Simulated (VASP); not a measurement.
# GaN in VASP: a series of runs, part 2 of 3

VASP 6.6.1.

**4. Single point, r2SCAN (shear xy strain -0.5%)**

POSCAR reads:

```
GaN
1.0
   -0.0052712881      2.1085152370      2.1085152370
    2.1085152370     -0.0052712881      2.1085152370
    2.1032439489      2.1032439489      0.0000000000
Ga N
1 1
Direct
    0.0000000000      0.0000000000      0.0000000000
    0.5000000000      0.5000000000      0.5000000000
```

INCAR.step1 reads:

```
SYSTEM = GaN
  PREC = Accurate
  ENCUT = 520
  ISMEAR = 0
  SIGMA = 0.01
  LREAL = .FALSE.
  LASPH = .TRUE.
  NELM = 100
  NBANDS = 16
  GGA = PE
  ALGO = Normal
  EDIFF = 1E-4
  LWAVE = .TRUE.
  LCHARG = .FALSE.
```

INCAR.step2 reads:

```
SYSTEM = GaN
  PREC = Accurate
  ENCUT = 520
  EDIFF = 1E-6
  ISMEAR = 0
  SIGMA = 0.01
  LREAL = .FALSE.
  LASPH = .TRUE.
  NELM = 100
  ALGO = Normal
  ISIF = 2
  LWAVE = .FALSE.
  LCHARG = .FALSE.
  METAGGA = R2SCAN
  LMIXTAU = .TRUE.
  NBANDS = 16
  ISTART = 1
```

KPOINTS reads:

```
Automatic mesh
0
G
  10 10 10
  0 0 0
```

Potentials or basis: VASP PAW PBE potentials, release 64 (Ga_d, N).

The run is started by

```console
$ cat potpaw_PBE.64/Ga_d/POTCAR potpaw_PBE.64/N/POTCAR > POTCAR
$ cp INCAR.step1 INCAR
$ mpirun -np 1 vasp_std > vasp.out
$ cp INCAR.step2 INCAR
$ mpirun -np 1 vasp_std > vasp.out
```

OUTCAR:

```text
SYSTEM = GaN
   PREC = Accurate
   ENCUT = 520
   EDIFF = 1E-6
   ISMEAR = 0
   LREAL = .FALSE.
   LASPH = .TRUE.
   NELM = 100
   ISIF = 2
   METAGGA = R2SCAN
   ISTART = 1

 ion  position               nearest neighbor table
   1  0.000  0.000  0.000-   2 2.11   2 2.11   2 2.11   2 2.11   2 2.11   2 2.11
   2  0.500  0.500  0.500-   1 2.11   1 2.11   1 2.11   1 2.11   1 2.11   1 2.11

  LATTYP: Found a body centered orthorhombic cell.
 ALAT       =     2.9744361175
 B/A-ratio  =     1.0050125313
 C/A-ratio  =     1.4177579573

  Lattice vectors:

 A1 = (   0.0052712881,  -2.1085152370,  -2.1085152370)
 A2 = (  -0.0052712881,   2.1085152370,  -2.1085152370)
 A3 = (   2.1085152370,  -0.0052712881,   2.1085152370)

Analysis of symmetry for initial positions (statically):
=====================================================================
 Subroutine PRICEL returns:
 Original cell was already a primitive cell.

 Routine SETGRP: Setting up the symmetry group for a
 body centered orthorhombic supercell.

 Subroutine GETGRP returns: Found  8 space group operations
 (whereof  8 operations were pure point group operations)
 out of a pool of  8 trial point group operations.

The static configuration has the point symmetry D_2h.

Analysis of symmetry for dynamics (positions and initial velocities):
=====================================================================
 Subroutine PRICEL returns:
 Original cell was already a primitive cell.

 Routine SETGRP: Setting up the symmetry group for a
 body centered orthorhombic supercell.

 Subroutine GETGRP returns: Found  8 space group operations
 (whereof  8 operations were pure point group operations)
 out of a pool of  8 trial point group operations.

The dynamic configuration has the point symmetry D_2h.

 Subroutine INISYM returns: Found  8 space group operations
 (whereof  8 operations are pure point group operations),
 and found     1 'primitive' translations

----------------------------------------------------------------------------------------

                                     Primitive cell

  volume of cell :      18.7481

  direct lattice vectors                    reciprocal lattice vectors
    -0.005271288  2.108515237  2.108515237    -0.236542335  0.236542335  0.237133691
     2.108515237 -0.005271288  2.108515237     0.236542335 -0.236542335  0.237133691
     2.103243949  2.103243949  0.000000000     0.237728011  0.237728011 -0.237133691

  length of vectors
     2.981895504  2.981895504  2.974436118     0.410045046  0.410045046  0.411414148

  position of ions in fractional coordinates (direct lattice)
     0.000000000  0.000000000  0.000000000
     0.500000000  0.500000000  0.500000000

  ion indices of the primitive-cell ions
   primitive index   ion index
                 1           1
                 2           2

----------------------------------------------------------------------------------------

 KPOINTS: Automatic mesh

Automatic generation of k-mesh.
 Grid dimensions read from file:
 generate k-points for:   10   10   10

 Generating k-lattice:

  Cartesian coordinates                     Fractional coordinates (reciprocal lattice)
    -0.023654233  0.023654233  0.023713369     0.100000000  0.000000000  0.000000000
     0.023654233 -0.023654233  0.023713369     0.000000000  0.100000000  0.000000000
     0.023772801  0.023772801 -0.023713369     0.000000000  0.000000000  0.100000000

  Length of vectors
     0.041004505  0.041004505  0.041141415

  Shift w.r.t. Gamma in fractional coordinates (k-lattice)
     0.000000000  0.000000000  0.000000000

 Subroutine IBZKPT returns following result:
 ===========================================

 Found    171 irreducible k-points:

 Following reciprocal coordinates:
            Coordinates               Weight
  0.000000  0.000000  0.000000      1.000000
  0.100000  0.000000  0.000000      4.000000
  0.200000  0.000000  0.000000      4.000000
  0.300000  0.000000  0.000000      4.000000
  0.400000  0.000000  0.000000      4.000000
  0.500000  0.000000  0.000000      2.000000
[... 16 lines left out ...]
  0.300000  0.300000  0.000000      2.000000
  0.400000  0.300000  0.000000      4.000000
 [... further k-points ...]
   k-points           NKPTS =    171   k-points in BZ     NKDIM =    171   number of bands    NBANDS=     16
   number of dos      NEDOS =    301   number of ions     NIONS =      2
   total plane-waves  NPLWV =  13824
   dimension x,y,z NGX =    24 NGY =   24 NGZ =   24
   dimension x,y,z NGXF=    48 NGYF=   48 NGZF=   48
   ions per type =               1   1
   NGX,Y,Z   is equivalent  to a cutoff of  13.38, 13.38, 13.41 a.u.
   NGXF,Y,Z  is equivalent  to a cutoff of  26.76, 26.76, 26.83 a.u.
 SYSTEM =  GaN
   PREC   = accura    normal or accurate (medium, high low for compatibility)
   ISTART =      1    job   : 0-new  1-cont  2-samecut
   ICHARG =      0    charge: 1-file 2-atom 10-const
   ISPIN  =      1    spin polarized calculation?
   LNONCOLLINEAR =      F non collinear calculations
   LSORBIT =      F    spin-orbit coupling
   LASPH  =      T    aspherical Exc in radial PAW
   ENCUT  =  520.0 eV  38.22 Ry    6.18 a.u.   5.54  5.54  5.53*2*pi/ulx,y,z
   NELM   =    100;   NELMIN=  2; NELMDL=  0     # of ELM steps
   EDIFF  = 0.1E-05   stopping-criterion for ELM
   LREAL  =      F    real-space projection
   EDIFFG = 0.1E-04   stopping-criterion for IOM
   NSW    =      0    number of steps for IOM
   IBRION =     -1    ionic relax: 0-MD 1-quasi-New 2-CG
   NFREE  =      0    steps in history (QN), initial steepest desc. (CG)
   ISIF   =      2    stress and relaxation
   ISYM   =      2    0-nonsym 1-usesym 2-fastsym
   POTIM  = 0.5000    time-step for ionic-motion
   TEBEG  =    0.0;   TEEND  =   0.0 temperature during run
   PSTRESS=    0.0 pullay stress
   NELECT =      18.0000    total number of electrons
   NUPDOWN=      -1.0000    fix difference up-down
   EMIN   =  10.00;   EMAX   =-10.00  energy-range for DOS
   EFERMI =   0.00;   METHOD = LEGACY
   ISMEAR =     0;   SIGMA  =   0.01  broadening in eV -4-tet -1-fermi 0-gaus
   EFERMI_NEDOS =   21; number of points for ismear=-14 and -15
   IALGO  =     38    algorithm
   IMIX   =      4    mixing-type and parameters
     AMIX     =   0.40;   BMIX     =  1.00
     AMIX_MAG =   1.60;   BMIX_MAG =  1.00
  volume/ion in A,a.u.               =       9.37        63.26
  Fermi-wavevector in a.u.,A,eV,Ry     =   1.615027  3.051959 35.488249  2.608313
  Thomas-Fermi vector in A             =   2.709841
   LORBIT       =      0    0 simple, 1 ext, 2 COOP (PROOUT), +10 PAW based schemes
   METAGGA = R2SCAN    functional components
   LHFCALC =     F    Hartree Fock is set to
   AEXX    =    0.0000 exact exchange contribution
   IVDW    =     0    specifies the selected vdW correction
   LEPSILON=     F    determine dielectric tensor
   LRPA    =     F    only Hartree local field effects (RPA)
 non-spin polarized calculation
 Gauss-broadening in eV      SIGMA  =   0.01
  energy-cutoff  :      520.00
  volume of cell :       18.75
 maximum number of plane-waves:       531
 NGX is ok and might be reduce to    24
   NGX = 11   NGY = 11   NGZ = 11

 number of electron      18.0000008 magnetization

 Free energy of the ion-electron system (eV)
  ---------------------------------------------------
  ext. energy  EPLUGINS =         0.00000000
  ---------------------------------------------------
  free energy    TOTEN  =       -20.97574578 eV

  energy without entropy =      -20.97574578  energy(sigma->0) =      -20.97574578

 E-fermi :   7.8346     XC(G=0): -14.2193

 val. band max:        7.7385568987   @ k =  -0.2000   0.2000   0.0000
 cond. band min:       8.8944726467   @ k =   0.5000   0.5000   0.0000
 fundamental gap:      1.1559157480
 Fermi energy:         7.8346309207

 k-point     1 :       0.0000    0.0000    0.0000
  band No.  band energies     occupation
      1     -10.3893      2.00000
      2      -6.6384      2.00000
      3      -6.6379      2.00000
      4      -6.6367      2.00000
      5      -6.5680      2.00000
      6      -6.5677      2.00000
[... 8 lines left out ...]
     15      24.7526      0.00000
     16      24.7818      0.00000
[... 419 lines left out ...]
 k-point    24 :       0.4000    0.3000    0.0000
  band No.  band energies     occupation
      1      -8.6561      2.00000
      2      -6.7668      2.00000
      3      -6.5260      2.00000
      4      -6.4563      2.00000
      5      -6.4099      2.00000
      6      -5.5040      2.00000
[... 8 lines left out ...]
     15      33.6375      0.00000
     16      35.2423      0.00000

 [... further k-points ...]
[... 5 lines left out ...]
  --------------------------------------------------------------------------------------
  -------------------------------------------------------------------------------------
  Total        0.1554602      0.1554602      0.1542523      0.1369470      0.0000000      0.0000000
  in kB       13.2853286     13.2853286     13.1821053     11.7032287      0.0000000      0.0000000
  external PRESSURE =      13.2509208 kB  Pullay stress =       0.0000000 kB

 VOLUME and BASIS-vectors are now :
 -----------------------------------------------------------------------------
  energy-cutoff  :      520.00
  volume of cell :       18.75
      direct lattice vectors                 reciprocal lattice vectors
    -0.005271288  2.108515237  2.108515237    -0.236542335  0.236542335  0.237133691
     2.108515237 -0.005271288  2.108515237     0.236542335 -0.236542335  0.237133691
     2.103243949  2.103243949  0.000000000     0.237728011  0.237728011 -0.237133691

 POSITION                                       TOTAL-FORCE (eV/Angst)
 -----------------------------------------------------------------------------------
      0.00000      0.00000      0.00000         0.000000      0.000000      0.000000
      2.10324      2.10324      2.10852         0.000000      0.000000     -0.000000
 -----------------------------------------------------------------------------------
    total drift:                                0.000000     -0.000000     -0.000000

  FREE ENERGIE OF THE ION-ELECTRON SYSTEM (eV)
  ---------------------------------------------------
  free  energy   TOTEN  =       -20.9757457772 eV

  energy  without entropy=      -20.9757457772  energy(sigma->0) =      -20.97574578
```

Wall time 2.3 min (1 thread of AMD EPYC 9R14 (Zen 4), shared host); peak memory 0.15 GiB.

What came out:

* Free energy: -20.9757 eV
* Pressure: 1.3 GPa
* Band gap on the k mesh: 1.16 eV, indirect (least direct gap 3.37 eV)

Levels at points of the mesh, in eV from the valence-band top:
```tsv
k point	band 6	band 7	band 8	band 9	band 10	band 11	band 12	band 13
(0.00, 0.00, 0.00)	-14.31	-0.56	-0.53	-0.49	2.88	15.42	15.50	15.58
(0.50, 0.00, 0.00)	-14.15	-8.40	-0.17	-0.15	5.44	9.88	9.91	10.42
(0.50, 0.50, 0.00)	-11.53	-7.27	-3.19	-3.09	1.16	8.51	13.13	15.74
(0.00, 0.00, 0.50)	-14.15	-8.36	-0.19	-0.17	5.37	9.80	9.84	10.42
(0.50, 0.00, 0.50)	-11.53	-7.27	-3.14	-3.14	1.16	8.51	13.13	15.76
```

Caveat: the cell differs from its parent crystal (shear xy strain -0.5%); the PAW data sets were made with another functional, which shifts forces and pressure a little.

[end of part 2 of 3]
